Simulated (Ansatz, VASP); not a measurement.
NbGaSe3 in VASP and in Ansatz

File INCAR:

```
SYSTEM = NbGaSe3
PREC = Accurate
ENCUT = 600
EDIFF = 1E-6
ISMEAR = 0
SIGMA = 0.1
LREAL = .False.
LASPH = .True.
NELM = 100
ALGO = Normal
ISIF = 3
LWAVE = .False.
LCHARG = .False.
GGA = PE
IBRION = 2
NSW = 90
EDIFFG = -0.04
```

File KPOINTS:

```
regular mesh
0
Gamma
  4 4 4
  0 0 0
```

File POSCAR:

```
NbGaSe3
1.0
    4.6533150400      0.0000000000      0.0000000000
    0.0000000000      4.6533150400      0.0000000000
    0.0000000000      0.0000000000      4.6533150400
Nb Ga Se
1 1 3
Direct
    0.5000000000      0.5000000000      0.5000000000
    0.0000000000      0.0000000000      0.0000000000
    0.5000000000      0.5000000000      0.0000000000
    0.0000000000      0.5000000000      0.5000000000
    0.5000000000      0.0000000000      0.5000000000
```

Input for Ansatz:

```yaml
crystal:
  lattice:
    - [4.65331504, 0.0, 0.0]
    - [0.0, 4.65331504, 0.0]
    - [0.0, 0.0, 4.65331504]
  atoms:
    - { symbol: Nb, position: [0.5, 0.5, 0.5] }
    - { symbol: Ga, position: [0.0, 0.0, 0.0] }
    - { symbol: Se, position: [0.5, 0.5, 0.0] }
    - { symbol: Se, position: [0.0, 0.5, 0.5] }
    - { symbol: Se, position: [0.5, 0.0, 0.5] }
basis:
  ecutwfc: 420
kpoints:
  mp_grid: { grid: [4, 4, 4] }
hamiltonian:
  xc: pbe
scf:
  occupations: { method: gaussian, width: 0.1 }
  lower_state_search: "off"
output:
  forces: true
  stress: true
  eigenvalues: true
relax:
  adjacent_minimum: "off"
  f_tol: 0.04
  max_steps: 70
  cell: { stress_tol: 0.4 }
```

Change from the starting cell: species swapped into the ZnAgF3 type (Pm-3m, No. 221).

Alike in both runs: task relaxation of cell and atoms; functional PBE; k mesh 4 × 4 × 4; occupations gaussian, width 0.1 eV; no spin polarisation.

```csv
,VASP,Ansatz
version,VASP 6.6.1,Ansatz 0.2.0
potentials or method,"VASP PAW PBE potentials, release 64 (Nb_sv, Ga_d, Se), cutoff 600 eV","scalar-relativistic, plane waves, PAW"
valence electrons in the cell,44,74
```

```csv
,VASP,Ansatz,Ansatz less VASP
"gap on the k mesh at the Fermi level, each at its own relaxed structure (eV)",none,none,-
relaxed volume (Å³/atom),26.08,26.03,-0.057
relaxed length of the cell vector where the two differ most in proportion (Å),5.071,5.068,-0.0037
```

A gap of «none» marks a metal or a gap that the smearing closes. VASP's potentials hold 44 valence electrons a cell and Ansatz's 74, so a difference there can come from the potentials and not from the codes.

Noted on VASP's run: the volume moved by over 15 % at a fixed basis, so the end points are rough.
